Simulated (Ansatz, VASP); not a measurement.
Al2Cu: VASP beside Ansatz

```
CELL_PARAMETERS angstrom
0.00000 0.00000 -5.78246
4.08926 -4.08926 0.00000
-4.08926 -4.08926 0.00000
ATOMIC_POSITIONS crystal
Al 0.25000 0.75000 0.25000
Al 0.75000 0.25000 0.25000
Al 0.25000 0.25000 0.75000
Al 0.75000 0.75000 0.75000
Al 0.25000 0.25000 0.25000
Al 0.75000 0.75000 0.25000
Al 0.25000 0.75000 0.75000
Al 0.75000 0.25000 0.75000
Cu 0.41699 0.00000 0.00000
Cu 0.00000 0.50000 0.00000
Cu 0.50000 0.50000 0.50000
Cu 0.00000 0.00000 0.50000
```

Alike in both runs: task single point; functional PBE; k mesh 8 × 8 × 8; occupations gaussian, width 0.15 eV; no spin polarisation.

|  | VASP | Ansatz |
| --- | --- | --- |
| version | VASP 6.6.1 | Ansatz 0.2.0 |
| potentials or method | VASP PAW PBE potentials, release 64 (Al, Cu), cutoff 520 eV | scalar-relativistic, plane waves, PAW |
| valence electrons in the cell | 68 | 100 |

VASP gave:

| Quantity | Value |
| --- | --- |
| gap on the k mesh at the Fermi level (eV) | none |
| pressure (GPa) | 2.2 |
| traceless stress, the component that is largest in VASP (GPa) | -1.56 |
| rms of the force components (eV/Å) | 0.735 |

Problem. Which values does Ansatz return?

Solution. gap on the k mesh at the Fermi level (eV): none; pressure (GPa): 2.0; traceless stress, the component that is largest in VASP (GPa): -1.56; rms of the force components (eV/Å): 0.738.

Atom by atom the forces differ by 0.006 eV/Å (rms over components). A gap of «none» marks a metal or a gap that the smearing closes. With one functional, cell and mesh, what is left measures potentials, basis and numerics. VASP's potentials hold 68 valence electrons a cell and Ansatz's 100, so a difference there can come from the potentials and not from the codes.
